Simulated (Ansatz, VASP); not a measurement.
## One calculation of CdS, two programs

```
CELL_PARAMETERS angstrom
4.00991 0.00000 0.00000
-2.00496 3.47269 0.00000
0.00000 0.00000 6.55432
ATOMIC_POSITIONS crystal
Cd 0.00000 0.00000 0.44269
S 0.66667 0.33333 0.43431
```

Alike in both runs: task single point; functional PBEsol; k mesh 9 × 9 × 6; occupations gaussian, width 0.05 eV; no spin polarisation.

|  | VASP | Ansatz |
| --- | --- | --- |
| version | VASP 6.6.1 | Ansatz 0.2.0 |
| potentials or method | VASP PAW PBE potentials, release 64 (Cd_sv_GW, S), cutoff 540 eV | scalar-relativistic, plane waves, PAW |
| valence electrons in the cell | 26 | 26 |

```tsv
	VASP	Ansatz	Ansatz less VASP
gap on the k mesh at the Fermi level (eV)	1.79	1.80	+0.005
least direct gap on the mesh (eV)	1.79	1.80	+0.005
pressure (GPa)	4.1	4.6	+0.52
traceless stress, the component that is largest in VASP (GPa)	-4.60	-4.58	+0.017
rms of the force components (eV/Å)	0.026	0.026	-0.0005
```

VASP's potentials were made for PBE, not for PBEsol. Atom by atom the forces differ by 0.000 eV/Å (rms over components).
